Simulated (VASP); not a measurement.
Ba, 1 atom in the cell. Symmetry: Im-3m, No. 229, cubic system. The conventional cell has a = 4.888 Å, b = 4.888 Å, c = 4.888 Å, α = 90.00°, β = 90.00°, γ = 90.00°. Ba (site symmetry m-3m) has 14 Ba at 4.23 to 4.89 Å within 5.6 Å. 

- Program: VASP 6.6.1
- Task: single point
- Functional: PBEsol
- Potentials or basis: VASP PAW PBE potentials, release 64 (Ba_sv)
- Cutoff: 500 eV
- k mesh: 7 × 7 × 7
- Occupations: methfessel-paxton, width 0.1 eV
- Spin: no spin polarisation
- Dipole correction: no
- Further INCAR settings: ALGO = Normal; EDIFF = 1e-06; NBANDS = 11

Potentials or basis: VASP PAW PBE potentials, release 64 (Ba_sv).

Run with:

```console
$ cat potpaw_PBE.64/Ba_sv/POTCAR > POTCAR
$ mpirun -np 1 vasp_std > vasp.out
```

Hardware: 1 thread of Intel(R) Xeon(R) 6975P-C (Granite Rapids) (shared host).

Question: How long does it take, and how much memory?

Answer: Wall time 6.2 s on 1 thread of Intel(R) Xeon(R) 6975P-C (Granite Rapids), on a shared host, peak memory 0.16 GiB. Counts: scf iterations 10, k points 20.
